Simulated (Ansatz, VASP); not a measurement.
This is a calculation of Cu for VASP 6.6.1.

The input INCAR:

```
SYSTEM = Cu
PREC     = Accurate       ! precision mode
ENCUT    = 820            ! plane-wave cutoff, eV
EDIFF    = 1E-6           ! SCF threshold, eV
ISMEAR   = -1             ! smearing method
SIGMA    = 0.05           ! smearing width, eV
LREAL    = .FALSE.        ! projectors in reciprocal space
LASPH    = .TRUE.         ! aspherical terms in the spheres
NELM     = 120            ! most SCF steps
ALGO     = Normal         ! electronic algorithm
ISIF     = 2              ! what is computed and relaxed
LWAVE    = .FALSE.        ! write WAVECAR
LCHARG   = .TRUE.         ! write CHGCAR
GGA      = PS             ! functional
LELF     = .TRUE.         ! ELF
LVHAR    = .TRUE.       
NBANDS   = 26             ! bands
GGA_COMPAT= .FALSE.
```

The input KPOINTS:

```
regular mesh
0
G
  11 11 11
  0 0 0
```

The input POSCAR:

```
Cu
1.0
    1.1935901047     -3.8952046620      0.0000000000
    1.1935901047      3.8952046620      0.0000000000
    0.0000000000      0.0000000000      2.4249610270
Cu
2
Direct
    0.8661333500      0.1338666500      0.7500000000
    0.1338666500      0.8661333500      0.2500000000
```

Potentials or basis: VASP PAW PBE potentials, release 64 (Cu_sv_GW).

Launch:

```console
$ cat potpaw_PBE.64/Cu_sv_GW/POTCAR > POTCAR
$ mpirun -np 1 vasp_std > vasp.out
```

Problem. Set up the same calculation for Ansatz 0.2.0. Potentials there: Ansatz PAW.

Solution. As run (the cutoff follows the program's own potentials):

input.yaml

```yaml
crystal:
  lattice:
    - [1.1935901047, -3.895204662, 0.0]
    - [1.1935901047, 3.895204662, 0.0]
    - [0.0, 0.0, 2.424961027]
  atoms:
    - { symbol: Cu, position: [0.86613335, 0.13386665, 0.75] }
    - { symbol: Cu, position: [0.13386665, 0.86613335, 0.25] }
hamiltonian:
  xc: pbesol
  pseudopotentials: { kind: paw }
kpoints:
  mp_grid: { grid: [11, 11, 11] }
scf:
  occupations: { method: fermi_dirac, width: 0.05 }
output:
  forces: true
  stress: true
  eigenvalues: true
```

Potentials or basis: Ansatz PAW.

Run with:

```sh
$ ansatz run input.yaml --threads 2 --pin off --max-ram 5632MiB --backend cpu --events-out ev --progress --plain --runs-dir out
```

Both were run:

|  | VASP | Ansatz | Ansatz less VASP |
| --- | --- | --- | --- |
| gap on the k mesh at the Fermi level (eV) | none | none | - |
| pressure (GPa) | 7.2 | 9.0 | +1.77 |
| traceless stress, the component that is largest in VASP (GPa) | 0.80 | 0.80 | +0.007 |
| rms of the force components (eV/Å) | 0.044 | 0.047 | +0.0032 |

VASP's potentials were made for PBE, not for PBEsol. Atom by atom the forces differ by 0.003 eV/Å (rms over components). A gap of «none» marks a metal or a gap that the smearing closes. With one functional, cell and mesh, what is left measures potentials, basis and numerics.
